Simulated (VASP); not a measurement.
Set up this calculation in VASP 6.6.1, as the native input.

- Task: relaxation of cell and atoms
- Functional: PBE
- Potentials or basis: VASP PAW PBE potentials, release 64 (Cr_pv)
- Cutoff: 600 eV
- k mesh: 20 × 20 × 20
- Occupations: fermi-dirac, width 0.15 eV
- Spin: no spin polarisation
- Dipole correction: no
- Further INCAR settings: ALGO = Normal; EDIFF = 1e-07; IBRION = 2; EDIFFG = -0.001; NSW = 80; ISIF = 3

The structure of Cr lies in POSCAR:

```
Cr
1.0
   -1.4239150034      1.4239150034      1.4239150034
    1.4239150034     -1.4239150034      1.4239150034
    1.4239150034      1.4239150034     -1.4239150034
Cr
1
Direct
    0.0000000000      0.0000000000      0.0000000000
```

These files were run (other wordings do the same):

INCAR

```
  PREC = Accurate
  ENCUT = 600
  EDIFF = 1E-7
  ISMEAR = -1
  SIGMA = 0.15
  LREAL = F
  LASPH = T
  NELM = 100
  ALGO = Normal
  ISIF = 3
  LWAVE = F
  LCHARG = F
  GGA = PE
  IBRION = 2
  NSW = 80
  EDIFFG = -0.001
```

KPOINTS

```
regular mesh
0
Gamma
  20 20 20
```

Potentials or basis: VASP PAW PBE potentials, release 64 (Cr_pv).

Launch:

```bash
$ cat potpaw_PBE.64/Cr_pv/POTCAR > POTCAR
$ mpirun -np 1 vasp_std > vasp.out
```

Results of the run:

| Property | Result |
| --- | --- |
| Relaxed volume | 11.54 Å³/atom |
| Relaxed cell | a = 2.466 Å, b = 2.466 Å, c = 2.466 Å, α = 109.47°, β = 109.47°, γ = 109.47° |
| Space group after relaxing (to 0.05 Å) | Im-3m (No. 229) |
| Energy gained by relaxing | 0.0 meV/atom |
| Ionic steps | 9 |
| Pressure after relaxing | 0.0 GPa |
| Band gap on the k mesh | zero (band 6 reaches 13.44 eV, above the bottom of band 7 at 10.08 eV) |

Caveat: the run has no spin polarisation, though such a crystal can be magnetic.

It took 3.6 min on 1 thread of AMD EPYC 7R13, with other jobs on the host, peak memory 0.13 GiB.
